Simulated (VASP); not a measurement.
## Pb: single point with LDA

The system is Pb.

```xyz
1
Lattice="-1.5330 1.5330 1.5330 1.5330 -1.5330 1.5330 1.5330 1.5330 -1.5330" Properties=species:S:1:pos:R:3 pbc="T T T"
Pb    0.0000    0.0000    0.0000
```

This cell differs from its parent crystal: volume scaled by 0.5.

* Program: VASP 6.6.1
* Task: single point
* Functional: LDA
* Potentials or basis: VASP PAW LDA potentials, release 64 (Pb_d)
* Cutoff: 520 eV
* k mesh: 14 × 14 × 14
* Occupations: fermi-dirac, width 0.05 eV
* Spin: no spin polarisation

```yaml
Pressure: 204.9 GPa
Band_gap_on_the_k_mesh: zero (band 7 reaches 30.05 eV, above the bottom of band 8 at 15.38 eV)
```

Levels at points of the mesh, in eV from the Fermi level:
| k point | band 3 | band 4 | band 5 | band 6 | band 7 | band 8 | band 9 | band 10 | band 11 | band 12 |
| --- | --- | --- | --- | --- | --- | --- | --- | --- | --- | --- |
| (0.00, 0.00, 0.00) | -20.13 | -20.13 | -18.62 | -18.62 | 9.93 | 9.93 | 9.93 | 16.48 | 16.48 | 16.48 |
| (0.50, 0.00, 0.00) | -18.72 | -18.56 | -17.55 | -9.77 | -8.48 | 5.10 | 5.58 | 13.60 | 13.76 | 16.51 |
| (0.50, 0.50, 0.50) | -17.82 | -17.82 | -17.82 | -2.44 | -2.44 | -2.44 | -0.44 | 6.32 | 6.32 | 17.89 |

Run time: 18 s on 1 thread of AMD EPYC 7R43 64-Core Processor (Zen 3), with other jobs on the host, peak memory 0.09 GiB.

Caveat: spin-orbit coupling is left out, which moves the levels of the heavy elements.
